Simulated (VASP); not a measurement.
# LiCl (Fm-3m) in VASP: notebook, part 3 of 3

VASP 6.6.1. The steps go on from the part before.

### 5 Single point, r2SCAN

This run uses another cell than the first one, of 17.55 Å³/atom, 1.061 times its volume.

The input, POSCAR:

```
LiCl
1.0
    0.0000000000      2.5985208441      2.5985208441
    2.5985208441      0.0000000000      2.5985208441
    2.5985208441      2.5985208441      0.0000000000
Cl Li
1 1
Direct
    0.5000000000      0.5000000000      0.5000000000
    0.0000000000      0.0000000000      0.0000000000
```

The input, INCAR.step1:

```
ALGO = Normal ; EDIFF = 1E-4
ENCUT = 520 ; GGA = PE
ISMEAR = -1 ; LASPH = T
LCHARG = F ; LREAL = F
LWAVE = T ; NBANDS = 12
NELM = 80 ; PREC = Accurate
SIGMA = 0.05
```

The input, INCAR.step2:

```
ALGO = Normal ; EDIFF = 1E-6
ENCUT = 520 ; ISIF = 2
ISMEAR = -1 ; ISTART = 1
LASPH = T ; LCHARG = F
LMIXTAU = T ; LREAL = F
LWAVE = F ; METAGGA = R2SCAN
NBANDS = 12 ; NELM = 80
PREC = Accurate ; SIGMA = 0.05
```

The input, KPOINTS:

```
k-points
0
Gamma
  9 9 9
```

Potentials or basis: VASP PAW PBE potentials, release 64 (Cl, Li_sv).

The run is started by

```bash
$ cat potpaw_PBE.64/Cl/POTCAR potpaw_PBE.64/Li_sv/POTCAR > POTCAR
$ cp INCAR.step1 INCAR
$ mpirun -np 1 vasp_std > vasp.out
$ cp INCAR.step2 INCAR
$ mpirun -np 1 vasp_std > vasp.out
```

OUTCAR:

```text
EDIFF = 1E-6
   ENCUT = 520
   ISIF = 2
   ISMEAR = -1
   ISTART = 1
   LASPH = T
   LREAL = F
   METAGGA = R2SCAN
   NELM = 80
   PREC = Accurate

 ion  position               nearest neighbor table
   1  0.500  0.500  0.500-   2 2.60   2 2.60   2 2.60   2 2.60   2 2.60   2 2.60
   2  0.000  0.000  0.000-   1 2.60   1 2.60   1 2.60   1 2.60   1 2.60   1 2.60

  LATTYP: Found a face centered cubic cell.
 ALAT       =     5.1970416882

  Lattice vectors:

 A1 = (   0.0000000000,   2.5985208441,   2.5985208441)
 A2 = (   2.5985208441,   0.0000000000,   2.5985208441)
 A3 = (   2.5985208441,   2.5985208441,   0.0000000000)

Analysis of symmetry for initial positions (statically):
=====================================================================
 Subroutine PRICEL returns:
 Original cell was already a primitive cell.

 Routine SETGRP: Setting up the symmetry group for a
 face centered cubic supercell.

 Subroutine GETGRP returns: Found 48 space group operations
 (whereof 48 operations were pure point group operations)
 out of a pool of 48 trial point group operations.

The static configuration has the point symmetry O_h .

Analysis of symmetry for dynamics (positions and initial velocities):
=====================================================================
 Subroutine PRICEL returns:
 Original cell was already a primitive cell.

 Routine SETGRP: Setting up the symmetry group for a
 face centered cubic supercell.

 Subroutine GETGRP returns: Found 48 space group operations
 (whereof 48 operations were pure point group operations)
 out of a pool of 48 trial point group operations.

The dynamic configuration has the point symmetry O_h .

 Subroutine INISYM returns: Found 48 space group operations
 (whereof 48 operations are pure point group operations),
 and found     1 'primitive' translations

----------------------------------------------------------------------------------------

                                     Primitive cell

  volume of cell :      35.0920

  direct lattice vectors                    reciprocal lattice vectors
     0.000000000  2.598520844  2.598520844    -0.192417160  0.192417160  0.192417160
     2.598520844  0.000000000  2.598520844     0.192417160 -0.192417160  0.192417160
     2.598520844  2.598520844  0.000000000     0.192417160  0.192417160 -0.192417160

  length of vectors
     3.674863420  3.674863420  3.674863420     0.333276297  0.333276297  0.333276297

  position of ions in fractional coordinates (direct lattice)
     0.500000000  0.500000000  0.500000000
     0.000000000  0.000000000  0.000000000

  ion indices of the primitive-cell ions
   primitive index   ion index
                 1           1
                 2           2

----------------------------------------------------------------------------------------

 KPOINTS: k-points

Automatic generation of k-mesh.
 Grid dimensions read from file:
 generate k-points for:    9    9    9

 Generating k-lattice:

  Cartesian coordinates                     Fractional coordinates (reciprocal lattice)
    -0.021379684  0.021379684  0.021379684     0.111111111  0.000000000  0.000000000
     0.021379684 -0.021379684  0.021379684     0.000000000  0.111111111  0.000000000
[... 40 lines left out ...]
   k-points           NKPTS =     35   k-points in BZ     NKDIM =     35   number of bands    NBANDS=     12
   number of dos      NEDOS =    301   number of ions     NIONS =      2
   total plane-waves  NPLWV =  21952
   dimension x,y,z NGX =    28 NGY =   28 NGZ =   28
   dimension x,y,z NGXF=    56 NGYF=   56 NGZF=   56
   ions per type =               1   1
   NGX,Y,Z   is equivalent  to a cutoff of  12.67, 12.67, 12.67 a.u.
   NGXF,Y,Z  is equivalent  to a cutoff of  25.33, 25.33, 25.33 a.u.
 SYSTEM =  unknown system
   PREC   = accura    normal or accurate (medium, high low for compatibility)
   ISTART =      1    job   : 0-new  1-cont  2-samecut
   ICHARG =      0    charge: 1-file 2-atom 10-const
   ISPIN  =      1    spin polarized calculation?
   LNONCOLLINEAR =      F non collinear calculations
   LSORBIT =      F    spin-orbit coupling
   LASPH  =      T    aspherical Exc in radial PAW
   ENCUT  =  520.0 eV  38.22 Ry    6.18 a.u.   6.83  6.83  6.83*2*pi/ulx,y,z
   NELM   =     80;   NELMIN=  2; NELMDL=  0     # of ELM steps
   EDIFF  = 0.1E-05   stopping-criterion for ELM
   LREAL  =      F    real-space projection
   EDIFFG = 0.1E-04   stopping-criterion for IOM
   NSW    =      0    number of steps for IOM
   IBRION =     -1    ionic relax: 0-MD 1-quasi-New 2-CG
   NFREE  =      0    steps in history (QN), initial steepest desc. (CG)
   ISIF   =      2    stress and relaxation
   ISYM   =      2    0-nonsym 1-usesym 2-fastsym
   POTIM  = 0.5000    time-step for ionic-motion
   TEBEG  =    0.0;   TEEND  =   0.0 temperature during run
   PSTRESS=    0.0 pullay stress
   NELECT =      10.0000    total number of electrons
   NUPDOWN=      -1.0000    fix difference up-down
   EMIN   =  10.00;   EMAX   =-10.00  energy-range for DOS
   EFERMI =   0.00;   METHOD = LEGACY
   ISMEAR =    -1;   SIGMA  =   0.05  broadening in eV -4-tet -1-fermi 0-gaus
   EFERMI_NEDOS =   21; number of points for ismear=-14 and -15
   IALGO  =     38    algorithm
   IMIX   =      4    mixing-type and parameters
     AMIX     =   0.40;   BMIX     =  1.00
     AMIX_MAG =   1.60;   BMIX_MAG =  1.00
  volume/ion in A,a.u.               =      17.55       118.41
  Fermi-wavevector in a.u.,A,eV,Ry     =   1.077305  2.035811 15.790729  1.160586
  Thomas-Fermi vector in A             =   2.213213
   LORBIT       =      0    0 simple, 1 ext, 2 COOP (PROOUT), +10 PAW based schemes
   METAGGA = R2SCAN    functional components
   LHFCALC =     F    Hartree Fock is set to
   AEXX    =    0.0000 exact exchange contribution
   IVDW    =     0    specifies the selected vdW correction
   LEPSILON=     F    determine dielectric tensor
   LRPA    =     F    only Hartree local field effects (RPA)
 non-spin polarized calculation
  energy-cutoff  :      520.00
  volume of cell :       35.09
 maximum number of plane-waves:       958
   NGX = 13   NGY = 13   NGZ = 13

 number of electron      10.0000012 magnetization

 Free energy of the ion-electron system (eV)
  ---------------------------------------------------
  ext. energy  EPLUGINS =         0.00000000
  ---------------------------------------------------
  free energy    TOTEN  =       -12.57468429 eV

  energy without entropy =      -12.57468429  energy(sigma->0) =      -12.57468429

 E-fermi :   1.0604     XC(G=0):  -8.9822

 val. band max:       -0.0993548757   @ k =   0.0000   0.0000   0.0000
 cond. band min:       6.9593525473   @ k =   0.0000   0.0000   0.0000
 fundamental gap:      7.0587074230
 Fermi energy:         1.0604281430

 k-point     1 :       0.0000    0.0000    0.0000
  band No.  band energies     occupation
      1     -44.9841      2.00000
      2     -13.9469      2.00000
      3      -0.0994      2.00000
      4      -0.0994      2.00000
      5      -0.0994      2.00000
      6       6.9594      0.00000
      7      12.5294      0.00000
      8      12.5294      0.00000
      9      12.5294      0.00000
     10      15.1770      0.00000
     11      15.1770      0.00000
     12      15.5104      0.00000
[... 331 lines left out ...]
 k-point    24 :       0.4444    0.4444    0.0000
  band No.  band energies     occupation
      1     -44.9815      2.00000
      2     -13.2174      2.00000
      3      -2.7759      2.00000
      4      -1.1225      2.00000
      5      -1.1225      2.00000
      6       8.6408      0.00000
      7       8.9435      0.00000
      8      12.8302      0.00000
      9      14.8299      0.00000
     10      14.8301      0.00000
     11      17.4493      0.00000
     12      19.3714      0.00000

 [... further k-points ...]

------------------------ aborting loop because EDIFF is reached ----------------------------------------

  FORCE on cell =-STRESS in cart. coord.  units (eV):
  Direction    XX          YY          ZZ          XY          YZ          ZX
  --------------------------------------------------------------------------------------
  -------------------------------------------------------------------------------------
  Total       -0.4573058     -0.4573058     -0.4573058      0.0000000      0.0000000      0.0000000
  in kB      -20.8789511    -20.8789511    -20.8789511      0.0000000      0.0000000      0.0000000
  external PRESSURE =     -20.8789511 kB  Pullay stress =       0.0000000 kB

 VOLUME and BASIS-vectors are now :
 -----------------------------------------------------------------------------
  energy-cutoff  :      520.00
  volume of cell :       35.09
      direct lattice vectors                 reciprocal lattice vectors
     0.000000000  2.598520844  2.598520844    -0.192417160  0.192417160  0.192417160
     2.598520844  0.000000000  2.598520844     0.192417160 -0.192417160  0.192417160
     2.598520844  2.598520844  0.000000000     0.192417160  0.192417160 -0.192417160

 POSITION                                       TOTAL-FORCE (eV/Angst)
 -----------------------------------------------------------------------------------
      2.59852      2.59852      2.59852         0.000000     -0.000000      0.000000
      0.00000      0.00000      0.00000        -0.000000      0.000000     -0.000000
 -----------------------------------------------------------------------------------
    total drift:                                0.000000      0.000000      0.000000

  FREE ENERGIE OF THE ION-ELECTRON SYSTEM (eV)
  ---------------------------------------------------
  free  energy   TOTEN  =       -12.5746842913 eV

  energy  without entropy=      -12.5746842913  energy(sigma->0) =      -12.57468429
```

OUTCAR.step1:

```text
EDIFF = 1E-4
   ENCUT = 520
   GGA = PE
   ISMEAR = -1
   LASPH = T
   LREAL = F
[... 578 lines left out ...]
 -----------------------------------------------------------------------------------
      2.59852      2.59852      2.59852         0.000000      0.000000      0.000000
      0.00000      0.00000      0.00000        -0.000000     -0.000000     -0.000000
 -----------------------------------------------------------------------------------
    total drift:                                0.000000      0.000000      0.000000

  FREE ENERGIE OF THE ION-ELECTRON SYSTEM (eV)
  ---------------------------------------------------
  free  energy   TOTEN  =        -7.3836595439 eV

  energy  without entropy=       -7.3836595439  energy(sigma->0) =       -7.38365954
```

Wall time 84 s (1 thread of Intel Xeon 8259CL, shared host); peak memory 0.16 GiB.

What came out:

| Item | Value |
| --- | --- |
| Free energy | -12.5747 eV |
| Band gap on the k mesh | 7.06 eV, direct |

Caveat: the cutoff is under 1.25 times the usual one of these potentials, so pressure, stress and relaxed cells hold a basis-set (Pulay) error; the PAW data sets were made with another functional, which shifts forces and pressure a little. A k mesh can miss the band edges.

### 6 The runs side by side

| cell | gap on the mesh (eV) |
| --- | --- |
| a = 3.603 Å, angles 60.0°, 2 atoms | 7.43 |
| a = 3.627 Å, angles 60.0°, 2 atoms | 7.30 |
| a = 3.651 Å, angles 60.0°, 2 atoms | 7.17 |
| a = 3.675 Å, angles 60.0°, 2 atoms | 7.06 |

Alike in all rows: task single point; level r2SCAN; potentials or basis VASP PAW PBE potentials, release 64 (Cl, Li_sv); no spin polarisation; k mesh 9 × 9 × 9; cutoff (eV) 520; smearing fermi-dirac 0.05 eV.

Caveats: the cutoff is under 1.25 times the usual one of these potentials, so pressure, stress and relaxed cells hold a basis-set (Pulay) error; the PAW data sets were made with another functional, which shifts forces and pressure a little.

Total energies depend on the potentials used, so only differences within one code and one set of settings carry meaning.
